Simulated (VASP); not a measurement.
Write the native input for VASP 6.6.1 that does the following.

```
Task                   : single point
Functional             : PBE
Potentials or basis    : VASP PAW PBE potentials, release 64 (B, P)
Cutoff                 : 500 eV
k mesh                 : 10 × 10 × 10
Occupations            : tetrahedron
Spin                   : no spin polarisation
Dipole correction      : no
Further INCAR settings : ALGO = Normal; EDIFF = 1e-06; NBANDS = 11
```

The structure of BP lies in POSCAR:

```
BP
1.0
    0.0000000000      2.2349650000      2.2690000000
    2.2690000000      0.0000000000      2.2690000000
    2.2690000000      2.2349650000      0.0000000000
B P
1 1
Direct
    0.0000000000      0.0000000000      0.0000000000
    0.7500000000      0.7500000000      0.7500000000
```

One way to write it, as run:

INCAR

```
PREC = Accurate ; ENCUT = 500
EDIFF = 1E-6 ; ISMEAR = -5
SIGMA = 0.05 ; LREAL = F
LASPH = T ; NELM = 120
ALGO = Normal ; ISIF = 2
LWAVE = F ; LCHARG = T
GGA = PE ; LELF = T
LVHAR = T ; NBANDS = 11
GGA_COMPAT = F
```

KPOINTS

```
Automatic mesh
0
Gamma
  10 10 10
```

Potentials or basis: VASP PAW PBE potentials, release 64 (B, P).

The run is started by

```console
$ cat potpaw_PBE.64/B/POTCAR potpaw_PBE.64/P/POTCAR > POTCAR
$ mpirun -np 1 vasp_std > vasp.out
```

It gave:

```yaml
Pressure: 3.5 GPa
Band_gap_on_the_k_mesh: 0.99 eV (least direct gap 3.27 eV)
```

Caveat: the cell stands under pressure.

It took 12 s on 1 thread of Intel(R) Xeon(R) Platinum 8375C CPU @ 2.90GHz (Ice Lake), on a shared host, peak memory 0.14 GiB.
